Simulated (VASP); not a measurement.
# Se (P3_121) in VASP: further runs, part 2 of 2

VASP 6.6.1.

### 4 Single point, PBEsol+D3(BJ) (23.59 Å³/atom)

INCAR

```
  ALGO = Normal
  EDIFF = 1E-7
  ENCUT = 520
  GGA = PS
  ISIF = 2
  ISMEAR = 0
  IVDW = 12
  LASPH = True
  LCHARG = False
  LREAL = False
  LWAVE = False
  NBANDS = 16
  NELM = 60
  PREC = Accurate
  SIGMA = 0.03
```

KPOINTS

```
k-points
0
Gamma
  12 12 8
```

POSCAR

```
Se
1.0
    3.9533658474      0.0000000000      0.0000000000
   -1.9766829237      3.4237152543      0.0000000000
    0.0000000000      0.0000000000      5.2294761402
Se
3
Direct
    0.2610773134      0.0000000000      0.3333333333
    0.0000000000      0.2610773134      0.6666666667
    0.7389226866      0.7389226866      0.0000000000
```

Potentials or basis: VASP PAW PBE potentials, release 64 (Se).

The run is started by

```sh
cat potpaw_PBE.64/Se/POTCAR > POTCAR
mpirun -np 1 vasp_std > vasp.out
```

OUTCAR:

```text
EDIFF = 1E-7
   ENCUT = 520
   GGA = PS
   ISIF = 2
   ISMEAR = 0
   IVDW = 12
   LASPH = True
   LREAL = False
   NELM = 60
   PREC = Accurate
 IVDW          = 12

 ion  position               nearest neighbor table
   1  0.261  0.000  0.333-   3 2.50   2 2.50
   2  0.000  0.261  0.667-   3 2.50   1 2.50
   3  0.739  0.739  0.000-   2 2.50   1 2.50

  LATTYP: Found a hexagonal cell.
 ALAT       =     3.9533658474
 C/A-ratio  =     1.3227908426

  Lattice vectors:

 A1 = (   3.9533658474,   0.0000000000,   0.0000000000)
 A2 = (  -1.9766829237,   3.4237152543,   0.0000000000)
 A3 = (   0.0000000000,   0.0000000000,   5.2294761402)

Analysis of symmetry for initial positions (statically):
=====================================================================
 Subroutine PRICEL returns:
 Original cell was already a primitive cell.

 Routine SETGRP: Setting up the symmetry group for a
 hexagonal supercell.

 Subroutine GETGRP returns: Found  6 space group operations
 (whereof  2 operations were pure point group operations)
 out of a pool of 24 trial point group operations.

[... 168 lines left out ...]

 val. band max:        4.0076298499   @ k =   0.3333   0.3333   0.5000
 cond. band min:       4.1954772230   @ k =   0.3333   0.3333   0.5000
 fundamental gap:      0.1878473730
 Fermi energy:         4.1031403471

 k-point     1 :       0.0000    0.0000    0.0000
  band No.  band energies     occupation
      1     -12.0300      2.00000
      2      -8.0658      2.00000
      3      -8.0658      2.00000
      4       0.5068      2.00000
      5       0.7615      2.00000
      6       0.7615      2.00000
[... 433 lines left out ...]
      3      -7.2951      2.00000
      4      -0.6638      2.00000
      5      -0.3062      2.00000
      6       0.5827      2.00000
[... 8 lines left out ...]
     15      11.8619      0.00000
     16      12.5554      0.00000

 [... further k-points ...]

------------------------ aborting loop because EDIFF is reached ----------------------------------------

 Edisp (eV)   -0.95621

 E8    (eV) :    -0.6036

  FORCE on cell =-STRESS in cart. coord.  units (eV):
  Direction    XX          YY          ZZ          XY          YZ          ZX
  --------------------------------------------------------------------------------------
  -------------------------------------------------------------------------------------
  Total      -1.33060    -1.33060    -1.99625    -0.00000    -0.00000    -0.00000
  in kB     -30.11869   -30.11869   -45.18598    -0.00000    -0.00000    -0.00000
  external pressure =      -35.14 kB  Pullay stress =        0.00 kB

 VOLUME and BASIS-vectors are now :
 -----------------------------------------------------------------------------
  energy-cutoff  :      520.00
  volume of cell :       70.78
      direct lattice vectors                 reciprocal lattice vectors
     3.953365847  0.000000000  0.000000000     0.252949016  0.146040182  0.000000000
    -1.976682924  3.423715254  0.000000000     0.000000000  0.292080365  0.000000000
     0.000000000  0.000000000  5.229476140     0.000000000  0.000000000  0.191223743

 POSITION                                       TOTAL-FORCE (eV/Angst)
 -----------------------------------------------------------------------------------
      1.03213      0.00000      1.74316        -0.269933     -0.000000     -0.000000
     -0.51607      0.89385      3.48632         0.134966     -0.233769      0.000000
      1.46062      2.52986      0.00000         0.134966      0.233769      0.000000
 -----------------------------------------------------------------------------------
    total drift:                                0.000000     -0.000000      0.000000

  FREE ENERGIE OF THE ION-ELECTRON SYSTEM (eV)
  ---------------------------------------------------
  free  energy   TOTEN  =       -12.4951129143 eV

  energy  without entropy=      -12.4951129097  energy(sigma->0) =      -12.49511291
```

OSZICAR:

```text
N       E                     dE             d eps       ncg     rms          rms(c)
DAV:   1     0.779218838999E+02    0.77922E+02   -0.74074E+03  4192   0.952E+02
DAV:   2    -0.687088149940E+01   -0.84793E+02   -0.80427E+02  5520   0.156E+02
DAV:   3    -0.115720274552E+02   -0.47011E+01   -0.46822E+01  5216   0.412E+01
DAV:   4    -0.116005323404E+02   -0.28505E-01   -0.28496E-01  5632   0.378E+00
DAV:   5    -0.116006951102E+02   -0.16277E-03   -0.16277E-03  5416   0.281E-01    0.679E+00
DAV:   6    -0.115553560169E+02    0.45339E-01   -0.25024E-02  5224   0.101E+00    0.415E+00
DAV:   7    -0.115395672949E+02    0.15789E-01   -0.49689E-02  4976   0.138E+00    0.171E-01
DAV:   8    -0.115388690440E+02    0.69825E-03   -0.75802E-03  4704   0.522E-01    0.941E-02
DAV:   9    -0.115389074524E+02   -0.38408E-04   -0.19245E-04  6048   0.946E-02    0.300E-02
DAV:  10    -0.115389056293E+02    0.18231E-05   -0.22976E-05  5256   0.317E-02    0.499E-03
DAV:  11    -0.115389058330E+02   -0.20371E-06   -0.41058E-06  5832   0.119E-02    0.403E-03
DAV:  12    -0.115389057680E+02    0.65029E-07   -0.64134E-07  5168   0.485E-03
   1 F= -.12495113E+02 E0= -.12495113E+02  d E =-.458793E-08
```

Run time: 2 min. Hardware: 1 thread of Oxide Virtual Turin-like, shared host; peak memory 0.23 GiB.

What came out:

| Quantity | Value |
| --- | --- |
| Free energy | -12.4951 eV |
| Pressure | -3.5 GPa |
| Largest force | 0.270 eV/Å |
| Band gap on the k mesh | 0.19 eV |
| Dispersion energy per atom | -0.319 eV |

Forces in eV/Å, atoms in the order of the input:
```
Se  -0.270  0.000  0.000
Se   0.135 -0.234  0.000
Se   0.135  0.234  0.000
```

Stress tensor (GPa, compression positive):
```
-3.01  0.00  0.00
 0.00 -3.01  0.00
 0.00  0.00 -4.52
```

Levels at points of the mesh, in eV from the valence-band top:
```tsv
k point	band 6	band 7	band 8	band 9	band 10	band 11	band 12	band 13
(0.00, 0.00, 0.00)	-3.25	-1.84	-1.84	-0.72	1.25	1.25	2.00	6.26
(0.50, 0.00, 0.00)	-3.99	-3.97	-1.27	-0.92	1.11	1.27	3.91	4.14
(0.00, 0.00, 0.50)	-2.98	-1.42	-1.17	-1.17	0.70	0.70	0.71	5.26
(0.50, 0.00, 0.50)	-4.22	-2.69	-2.26	-0.23	0.97	2.27	2.96	5.72
```

Caveat: the cell stands under tension; semilocal functionals underestimate gaps, and a narrow one can read as zero; the PAW data sets were made with another functional, which shifts forces and pressure a little. A k mesh can miss the band edges.

### 5 Single point, PBEsol+D3(BJ) (23.59 Å³/atom)

INCAR

```
PREC = Accurate
ENCUT = 520
EDIFF = 1E-6
ISMEAR = 0
SIGMA = 0.03
LREAL = False
LASPH = True
NELM = 80
ALGO = Normal
ISIF = 2
LWAVE = False
LCHARG = True
GGA = PS
IVDW = 12
LELF = True
LVHAR = True
NBANDS = 16
```

KPOINTS

```
regular mesh
0
Gamma
  12 12 8
```

POSCAR

```
Se
1.0
    4.0607502292      0.0000000000      0.0000000000
   -2.0303751146      3.5167128569      0.0000000000
    0.0000000000      0.0000000000      4.9565517298
Se
3
Direct
    0.2610773134      0.0000000000      0.3333333333
    0.0000000000      0.2610773134      0.6666666667
    0.7389226866      0.7389226866      0.0000000000
```

Potentials or basis: VASP PAW PBE potentials, release 64 (Se).

The run is started by

```sh
cat potpaw_PBE.64/Se/POTCAR > POTCAR
mpirun -np 1 vasp_std > vasp.out
```

OUTCAR:

```text
PREC = Accurate
   ENCUT = 520
   EDIFF = 1E-6
   ISMEAR = 0
   LREAL = False
   LASPH = True
   NELM = 80
   ISIF = 2
   GGA = PS
   IVDW = 12
 IVDW          = 12

 ion  position               nearest neighbor table
   1  0.261  0.000  0.333-   3 2.47   2 2.47
   2  0.000  0.261  0.667-   3 2.47   1 2.47
   3  0.739  0.739  0.000-   2 2.47   1 2.47

  LATTYP: Found a hexagonal cell.
 ALAT       =     4.0607502292
 C/A-ratio  =     1.2206000000

  Lattice vectors:

 A1 = (   4.0607502292,   0.0000000000,   0.0000000000)
[... 648 lines left out ...]
 Edisp (eV)   -0.95664

 E8    (eV) :    -0.6040

  FORCE on cell =-STRESS in cart. coord.  units (eV):
  Direction    XX          YY          ZZ          XY          YZ          ZX
  --------------------------------------------------------------------------------------
  -------------------------------------------------------------------------------------
  Total      -1.21831    -1.21831    -0.23628     0.00000    -0.00000    -0.00000
  in kB     -27.57694   -27.57694    -5.34839     0.00000    -0.00000    -0.00000
  external pressure =      -20.17 kB  Pullay stress =        0.00 kB

 VOLUME and BASIS-vectors are now :
 -----------------------------------------------------------------------------
  energy-cutoff  :      520.00
  volume of cell :       70.78
      direct lattice vectors                 reciprocal lattice vectors
     4.060750229  0.000000000  0.000000000     0.246259913  0.142178227  0.000000000
    -2.030375115  3.516712857  0.000000000     0.000000000  0.284356455  0.000000000
     0.000000000  0.000000000  4.956551730     0.000000000  0.000000000  0.201753165

 POSITION                                       TOTAL-FORCE (eV/Angst)
 -----------------------------------------------------------------------------------
      1.06017      0.00000      1.65218        -0.264026      0.000000      0.000000
     -0.53008      0.91813      3.30437         0.132013     -0.228653     -0.000000
      1.50029      2.59858      0.00000         0.132013      0.228653     -0.000000
 -----------------------------------------------------------------------------------
    total drift:                                0.000000      0.000000     -0.000000

  FREE ENERGIE OF THE ION-ELECTRON SYSTEM (eV)
  ---------------------------------------------------
  free  energy   TOTEN  =       -12.4843997774 eV

  energy  without entropy=      -12.4843997774  energy(sigma->0) =      -12.48439978
```

OSZICAR:

```text
N       E                     dE             d eps       ncg     rms          rms(c)
DAV:   1     0.778411823967E+02    0.77841E+02   -0.74010E+03  4192   0.951E+02
DAV:   2    -0.685477035372E+01   -0.84696E+02   -0.80295E+02  5584   0.155E+02
DAV:   3    -0.115640057641E+02   -0.47092E+01   -0.46915E+01  5184   0.413E+01
DAV:   4    -0.115926665304E+02   -0.28661E-01   -0.28655E-01  5600   0.380E+00
DAV:   5    -0.115928307323E+02   -0.16420E-03   -0.16420E-03  5352   0.283E-01    0.707E+00
DAV:   6    -0.115457591696E+02    0.47072E-01   -0.24203E-02  5296   0.992E-01    0.432E+00
DAV:   7    -0.115283214260E+02    0.17438E-01   -0.49129E-02  5072   0.137E+00    0.165E-01
DAV:   8    -0.115277225096E+02    0.59892E-03   -0.68880E-03  4736   0.500E-01    0.908E-02
DAV:   9    -0.115277576959E+02   -0.35186E-04   -0.17411E-04  5984   0.887E-02    0.287E-02
DAV:  10    -0.115277593671E+02   -0.16712E-05   -0.20789E-05  5072   0.300E-02    0.488E-03
DAV:  11    -0.115277596615E+02   -0.29437E-06   -0.36671E-06  5856   0.114E-02
   1 F= -.12484400E+02 E0= -.12484400E+02  d E =-.493889E-11
```

stdout:

```text
POSCAR found type information on POSCAR Se
 POSCAR found :  1 types and       3 ions
 scaLAPACK will be used
 -----------------------------------------------------------------------------
|                                                                             |
|                                                                             |
|     You enforced a specific xc type in the INCAR file but a different       |
|     I HOPE YOU KNOW WHAT YOU ARE DOING!                                     |
|                                                                             |
 -----------------------------------------------------------------------------

 LDA part: xc-table for (Slater+PW92), standard interpolation
 POSCAR, INCAR and KPOINTS ok, starting setup
 FFT: planning ... GRIDC
 FFT: planning ... GRID_SOFT
 FFT: planning ... GRID
 WAVECAR not read
 entering main loop
```

It took 1.7 min on 1 thread of Oxide Virtual Turin-like, shared host; peak memory 0.23 GiB.

Results:

```yaml
Free_energy: -12.4844 eV
Pressure: -2.0 GPa
Largest_force: 0.264 eV/Å
Band_gap_on_the_k_mesh: 0.31 eV (least direct gap 0.72 eV)
Dispersion_energy_per_atom: -0.319 eV
```

Forces on the atoms (eV/Å):
```
Se  -0.264  0.000  0.000
Se   0.132 -0.229  0.000
Se   0.132  0.229  0.000
```

Levels at points of the mesh, in eV from the valence-band top:
```
           k point  band 6  band 7  band 8  band 9  band 10  band 11  band 12  band 13
(0.00, 0.00, 0.00)   -3.60   -2.23   -2.23   -1.02     1.30     1.30     1.56     6.21
(0.50, 0.00, 0.00)   -4.30   -3.86   -1.45   -1.08     1.13     1.20     3.81     4.18
(0.00, 0.00, 0.50)   -3.46   -1.64   -1.64   -1.57     0.31     0.31     0.60     5.54
(0.50, 0.00, 0.50)   -4.51   -2.91   -2.33   -0.01     1.38     2.47     2.77     5.88
```

Caveat: semilocal functionals underestimate gaps, and a narrow one can read as zero; the PAW data sets were made with another functional, which shifts forces and pressure a little. A k mesh can miss the band edges.

### 6 Single point, PBEsol+D3(BJ) (24.19 Å³/atom)

This run uses another cell than the first one, of 24.19 Å³/atom.

INCAR

```
  PREC = Accurate
  ENCUT = 520
  EDIFF = 1E-7
  ISMEAR = 0
  SIGMA = 0.03
  LREAL = False
  LASPH = True
  NELM = 100
  ALGO = Normal
  ISIF = 2
  LWAVE = False
  LCHARG = False
  GGA = PS
  IVDW = 12
  NBANDS = 16
```

KPOINTS

```
Automatic mesh
0
Gamma
  12 12 8
```

POSCAR

```
Se
1.0
    4.1500167395      0.0000000000      0.0000000000
   -2.0750083698      3.5940199225      0.0000000000
    0.0000000000      0.0000000000      4.8658946271
Se
3
Direct
    0.2610773134      0.0000000000      0.3333333333
    0.0000000000      0.2610773134      0.6666666667
    0.7389226866      0.7389226866      0.0000000000
```

Potentials or basis: VASP PAW PBE potentials, release 64 (Se).

The run is started by

```sh
cat potpaw_PBE.64/Se/POTCAR > POTCAR
mpirun -np 1 vasp_std > vasp.out
```

It took 97 s on 1 thread of Oxide Virtual Turin-like, shared host; peak memory 0.24 GiB.

The run converged. Its results:

- Free energy: -12.4248 eV
- Pressure: -3.0 GPa
- Largest force: 0.418 eV/Å
- Band gap on the k mesh: 0.08 eV (least direct gap 0.97 eV)
- Dispersion energy per atom: -0.311 eV

Forces on the atoms (eV/Å):
```
Se  -0.418  0.000  0.000
Se   0.209 -0.362  0.000
Se   0.209  0.362  0.000
```

Stress tensor (GPa, compression positive):
```
-4.01  0.00  0.00
 0.00 -4.01  0.00
 0.00  0.00 -1.01
```

Levels at points of the mesh, in eV from the valence-band top:
| k point | band 6 | band 7 | band 8 | band 9 | band 10 | band 11 | band 12 | band 13 |
| --- | --- | --- | --- | --- | --- | --- | --- | --- |
| (0.00, 0.00, 0.00) | -3.76 | -2.36 | -2.36 | -1.15 | 1.24 | 1.24 | 1.28 | 6.18 |
| (0.50, 0.00, 0.00) | -4.34 | -3.73 | -1.52 | -1.17 | 1.06 | 1.09 | 3.83 | 3.92 |
| (0.00, 0.00, 0.50) | -3.63 | -1.86 | -1.86 | -1.58 | 0.08 | 0.08 | 0.52 | 5.81 |
| (0.50, 0.00, 0.50) | -4.58 | -2.96 | -2.32 | 0.00 | 1.48 | 2.42 | 2.52 | 5.95 |

Caveat: the cell stands under tension; semilocal functionals underestimate gaps, and a narrow one can read as zero; the PAW data sets were made with another functional, which shifts forces and pressure a little. A k mesh can miss the band edges.

### 7 Summary

```tsv
cell	gap on the mesh (eV)	pressure (GPa)	largest force (eV/Å)
a = 4.116, b = 4.116, c = 4.825 Å, angles 90.0, 90.0, 120.0°, 3 atoms	0.04	-1.4	0.25
a = 4.007, b = 4.007, c = 5.091 Å, angles 90.0, 90.0, 120.0°, 3 atoms	0.44	-2.7	0.27
a = 3.953, b = 3.953, c = 5.229 Å, angles 90.0, 90.0, 120.0°, 3 atoms	0.19	-3.5	0.27
a = 4.061, b = 4.061, c = 4.957 Å, angles 90.0, 90.0, 120.0°, 3 atoms	0.31	-2.0	0.26
a = 4.150, b = 4.150, c = 4.866 Å, angles 90.0, 90.0, 120.0°, 3 atoms	0.08	-3.0	0.42
```

Alike in all rows: task single point; level PBEsol+D3(BJ); potentials or basis VASP PAW PBE potentials, release 64 (Se); no spin polarisation; k mesh 12 × 12 × 8; cutoff (eV) 520; smearing gaussian 0.03 eV.

Caveats: semilocal functionals underestimate gaps, and a narrow one can read as zero; the PAW data sets were made with another functional, which shifts forces and pressure a little; the cell stands under tension (at least some runs).

Absolute energies hang on the potentials; compare differences alone.
